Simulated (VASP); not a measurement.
# WS2 in VASP: further runs, part 2 of 2

VASP 6.6.1. Earlier steps stand in the parts before.

**3. Single point, PBE+D3(BJ) (layers slid over each other)**

Contents of INCAR:

```
PREC = Accurate
ENCUT = 520
EDIFF = 1E-6
ISMEAR = 0
SIGMA = 0.05
LREAL = False
LASPH = True
NELM = 60
ALGO = Normal
ISIF = 2
LWAVE = False
LCHARG = False
LDIPOL = True
IDIPOL = 3
DIPOL = 0.5 0.5 0.402
GGA = PE
IVDW = 12
NBANDS = 35
```

Contents of KPOINTS:

```
Automatic mesh
0
Gamma
  9 9 1
```

Contents of POSCAR:

```
WS2
1.0
    3.1595457497      0.0000000000      0.0000000000
   -1.5797728749      2.7362468836      0.0000000000
    0.0000000000      0.0000000000     23.8042575719
S W
4 2
Direct
    0.3333333333      0.6666666667      0.1890418126
    0.3333333333      0.6666666667      0.3214605103
    0.3333333333      1.0000000000      0.4827761904
    0.3333333333      1.0000000000      0.6151948880
    0.6666666667      0.3333333333      0.2552511581
    0.0000000000      1.3333333333      0.5489855359
```

Potentials or basis: VASP PAW PBE potentials, release 64 (S, W_sv).

Launch:

```console
$ cat potpaw_PBE.64/S/POTCAR potpaw_PBE.64/W_sv/POTCAR > POTCAR
$ mpirun -np 1 vasp_std > vasp.out
```

OUTCAR:

```text
PREC = Accurate
   ENCUT = 520
   EDIFF = 1E-6
   ISMEAR = 0
   LREAL = False
   LASPH = True
   NELM = 60
   ISIF = 2
   GGA = PE
   IVDW = 12
 IVDW          = 12

 ion  position               nearest neighbor table
   1  0.333  0.667  0.189-   5 2.41   5 2.41   5 2.41
   2  0.333  0.667  0.321-   5 2.41   5 2.41   5 2.41
   3  0.333  0.000  0.483-   6 2.41   6 2.41   6 2.41
   4  0.333  0.000  0.615-   6 2.41   6 2.41   6 2.41
   5  0.667  0.333  0.255-   1 2.41   1 2.41   1 2.41   2 2.41   2 2.41   2 2.41
   6  0.000  0.333  0.549-   3 2.41   3 2.41   3 2.41   4 2.41   4 2.41   4 2.41

  LATTYP: Found a hexagonal cell.
 ALAT       =     3.1595457497
 C/A-ratio  =     7.5340759266

  Lattice vectors:

[... 1125 lines left out ...]
  Total      -0.19396    -0.19589    -0.62852    -0.00810     0.03846    -0.01158
  in kB      -1.51003    -1.52506    -4.89322    -0.06303     0.29946    -0.09019
  external pressure =       -2.64 kB  Pullay stress =        0.00 kB

 VOLUME and BASIS-vectors are now :
 -----------------------------------------------------------------------------
  energy-cutoff  :      520.00
  volume of cell :      205.79
      direct lattice vectors                 reciprocal lattice vectors
     3.159545750  0.000000000  0.000000000     0.316501193  0.182732049  0.000000000
    -1.579772875  2.736246884  0.000000000     0.000000000  0.365464098  0.000000000
     0.000000000  0.000000000 23.804257572     0.000000000  0.000000000  0.042009292

 POSITION                                       TOTAL-FORCE (eV/Angst)
 -----------------------------------------------------------------------------------
     -0.00000      1.82416      4.50000         0.000213      0.000336      0.003273
     -0.00000      1.82416      7.65213         0.001711     -0.005155      0.064385
      1.05318      0.00000     11.49213        -0.001711      0.005155     -0.064385
      1.05318      0.00000     14.64426        -0.000213     -0.000336     -0.003273
      1.57977      0.91208      6.07606         0.000475     -0.003127      0.038061
     -0.52659      0.91208     13.06819        -0.000475      0.003127     -0.038061
 -----------------------------------------------------------------------------------
    total drift:                                0.000000     -0.000000     -0.000511

  FREE ENERGIE OF THE ION-ELECTRON SYSTEM (eV)
  ---------------------------------------------------
  free  energy   TOTEN  =       -49.3849248822 eV

  energy  without entropy=      -49.3849248822  energy(sigma->0) =      -49.38492488

 vacuum level on the upper side and lower side of the slab         6.378         6.378
```

OSZICAR:

```text
N       E                     dE             d eps       ncg     rms          rms(c)
DAV:   1     0.488908943522E+03    0.48891E+03   -0.27743E+04  3318   0.132E+03
DAV:   2    -0.170253338091E+02   -0.50593E+03   -0.49046E+03  3633   0.346E+02
DAV:   3    -0.490657344175E+02   -0.32040E+02   -0.31670E+02  3620   0.855E+01
[... 15 lines left out ...]
DAV:  19    -0.473315407721E+02   -0.37906E-04   -0.24556E-06  2611   0.700E-03    0.279E-03
DAV:  20    -0.473315440370E+02   -0.32650E-05   -0.28408E-07  2161   0.210E-03    0.192E-03
DAV:  21    -0.473315504029E+02   -0.63659E-05   -0.39174E-07  2169   0.176E-03    0.158E-03
DAV:  22    -0.473315514938E+02   -0.10909E-05   -0.58412E-08  2023   0.998E-04    0.515E-04
DAV:  23    -0.473315517968E+02   -0.30307E-06   -0.21361E-08  1759   0.551E-04
   1 F= -.49384925E+02 E0= -.49384925E+02  d E =-.779236E-15
```

stdout:

```text
POSCAR found type information on POSCAR S W
 POSCAR found :  2 types and       6 ions
 scaLAPACK will be used
 LDA part: xc-table for (Slater+PW92), standard interpolation
 POSCAR, INCAR and KPOINTS ok, starting setup
 FFT: planning ... GRIDC
 FFT: planning ... GRID_SOFT
 FFT: planning ... GRID
 WAVECAR not read
 entering main loop
```

Wall time 8.9 min (1 thread of Intel Xeon Platinum 8375C at 2.90GHz (Ice Lake), shared host); peak memory 0.44 GiB.

Results:

- Free energy: -49.3849 eV
- Largest force: 0.065 eV/Å
- Band gap on the k mesh: 1.86 eV (least direct gap 1.92 eV)
- Dispersion energy per atom: -0.342 eV

Forces in eV/Å, atoms in the order of the input:
```
S    0.000  0.000  0.003
S    0.002 -0.005  0.064
S   -0.002  0.005 -0.064
S    0.000  0.000 -0.003
W    0.000 -0.003  0.038
W    0.000  0.003 -0.038
```

Caveat: the cell differs from its parent crystal (layers slid over each other); spin-orbit coupling is left out, which moves the levels of the heavy elements.

**4. Single point, PBE+D3(BJ) (layers slid over each other)**

Contents of INCAR:

```
ALGO = Normal
DIPOL = 0.5 0.5 0.402
EDIFF = 1E-7
ENCUT = 520
GGA = PE
IDIPOL = 3
ISIF = 2
ISMEAR = 0
IVDW = 12
LASPH = T
LCHARG = F
LDIPOL = T
LREAL = F
LWAVE = F
NBANDS = 35
NELM = 80
PREC = Accurate
SIGMA = 0.05
```

Contents of KPOINTS:

```
k-points
0
Gamma
  9 9 1
```

Contents of POSCAR:

```
WS2
1.0
    3.1595457497      0.0000000000      0.0000000000
   -1.5797728749      2.7362468836      0.0000000000
    0.0000000000      0.0000000000     23.8042575719
S W
4 2
Direct
    0.3333333333      0.6666666667      0.1890418126
    0.3333333333      0.6666666667      0.3214605103
    0.3333333333      0.8333333333      0.4827761904
    0.3333333333      0.8333333333      0.6151948880
    0.6666666667      0.3333333333      0.2552511581
    0.0000000000      1.1666666667      0.5489855359
```

Launch:

```console
$ cat potpaw_PBE.64/S/POTCAR potpaw_PBE.64/W_sv/POTCAR > POTCAR
$ mpirun -np 1 vasp_std > vasp.out
```

Run time: 9.7 min. Hardware: 1 thread of Intel Xeon Platinum 8375C at 2.90GHz (Ice Lake), shared host; peak memory 0.44 GiB.

Results (log left out):

```yaml
Free_energy: -49.3803 eV
Largest_force: 0.051 eV/Å
Band_gap_on_the_k_mesh: 1.86 eV (least direct gap 1.92 eV)
Dispersion_energy_per_atom: -0.342 eV
```

Forces in eV/Å, atoms in the order of the input:
```
S    0.000  0.000  0.003
S    0.002 -0.005  0.051
S   -0.002  0.005 -0.051
S    0.000  0.000 -0.003
W    0.001 -0.003  0.035
W   -0.001  0.003 -0.035
```

Levels at points of the mesh, in eV from the valence-band top:
```csv
k point,band 22,band 23,band 24,band 25,band 26,band 27,band 28,band 29,band 30,band 31
"(0.00, 0.00, 0.00)",-1.64,-1.63,-1.63,-0.35,0.00,2.86,2.86,2.87,2.87,2.99
```

Caveat: the cell differs from its parent crystal (layers slid over each other); spin-orbit coupling is left out, which moves the levels of the heavy elements.

**5. Single point, PBE+D3(BJ) (layers slid over each other)**

Contents of INCAR:

```
SYSTEM = WS2
PREC = Accurate
ENCUT = 520
EDIFF = 1E-7
ISMEAR = 0
SIGMA = 0.05
LREAL = .False.
LASPH = .True.
NELM = 80
ALGO = Normal
ISIF = 2
LWAVE = .False.
LCHARG = .True.
LDIPOL = .True.
IDIPOL = 3
DIPOL = 0.5 0.5 0.402
GGA = PE
IVDW = 12
LELF = .True.
LVHAR = .True.
LVACPOTAV = .True.
NBANDS = 35
```

Contents of KPOINTS:

```
regular mesh
0
Gamma
  9 9 1
  0 0 0
```

Contents of POSCAR:

```
WS2
1.0
    3.1595457497      0.0000000000      0.0000000000
   -1.5797728749      2.7362468836      0.0000000000
    0.0000000000      0.0000000000     23.8042575719
S W
4 2
Direct
    0.3333333333      0.6666666667      0.1890418126
    0.3333333333      0.6666666667      0.3214605103
    0.5000000000      1.3333333333      0.4827761904
    0.5000000000      1.3333333333      0.6151948880
    0.6666666667      0.3333333333      0.2552511581
    0.1666666667      1.6666666667      0.5489855359
```

Launch:

```console
$ cat potpaw_PBE.64/S/POTCAR potpaw_PBE.64/W_sv/POTCAR > POTCAR
$ mpirun -np 1 vasp_std > vasp.out
```

It took 9.2 min on 1 thread of Intel Xeon Platinum 8375C at 2.90GHz (Ice Lake), shared host; peak memory 0.44 GiB.

Results (log left out):

| Property | Result |
| --- | --- |
| Free energy | -49.3883 eV |
| Largest force | 0.074 eV/Å |
| Band gap on the k mesh | 1.87 eV (least direct gap 1.91 eV) |
| Dispersion energy per atom | -0.342 eV |

Forces on the atoms (eV/Å):
```
S    0.000  0.000  0.004
S   -0.004  0.001  0.074
S    0.004 -0.001 -0.074
S    0.000  0.000 -0.004
W   -0.002  0.001  0.039
W    0.002 -0.001 -0.039
```

Levels at points of the mesh, in eV from the valence-band top:
```csv
k point,band 22,band 23,band 24,band 25,band 26,band 27,band 28,band 29,band 30,band 31
"(0.00, 0.00, 0.00)",-1.62,-1.62,-1.62,-0.33,0.00,2.87,2.88,2.88,2.88,3.00
```

Caveat: the cell differs from its parent crystal (layers slid over each other); spin-orbit coupling is left out, which moves the levels of the heavy elements.

**6. Summary**

```csv
cell,gap on the mesh (eV),largest force (eV/Å)
"as given, atomic positions A",1.87,0.07
"as given, atomic positions B",1.86,0.06
"as given, atomic positions C",1.86,0.05
"as given, atomic positions D",1.87,0.07
```

Alike in all rows: task single point; level PBE+D3(BJ); potentials or basis VASP PAW PBE potentials, release 64 (S, W_sv); no spin polarisation; k mesh 9 × 9 × 1; cutoff (eV) 520; smearing gaussian 0.05 eV.

Caveats: spin-orbit coupling is left out, which moves the levels of the heavy elements.

Absolute energies hang on the potentials; compare differences alone.
